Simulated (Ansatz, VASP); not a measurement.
Two plane-wave programs on GaSb

```
CELL_PARAMETERS angstrom
0.00000 3.06588 3.06588
3.06588 0.00000 3.06588
3.06588 3.06588 0.00000
ATOMIC_POSITIONS crystal
Ga 0.00000 0.00000 0.00000
Sb 0.25000 0.25000 0.25000
```

Alike in both runs: task single point; functional r2SCAN; dispersion D4; k mesh 6 × 6 × 6; occupations fermi-dirac, width 0.02 eV; no spin polarisation.

|  | VASP | Ansatz |
| --- | --- | --- |
| version | VASP 6.6.1 | Ansatz 0.2.0 |
| potentials or method | VASP PAW PBE potentials, release 64 (Ga_d, Sb_d_GW) | plane waves |
| plane-wave cutoff (eV) | 550 | 500 |
| valence electrons in the cell | 28 | 28 |

|  | VASP | Ansatz | Ansatz less VASP |
| --- | --- | --- | --- |
| pressure (GPa) | -0.7 | -0.7 | 0.00 |

VASP's potentials were made for PBE, not for r2SCAN.

Spin-orbit coupling is off throughout.
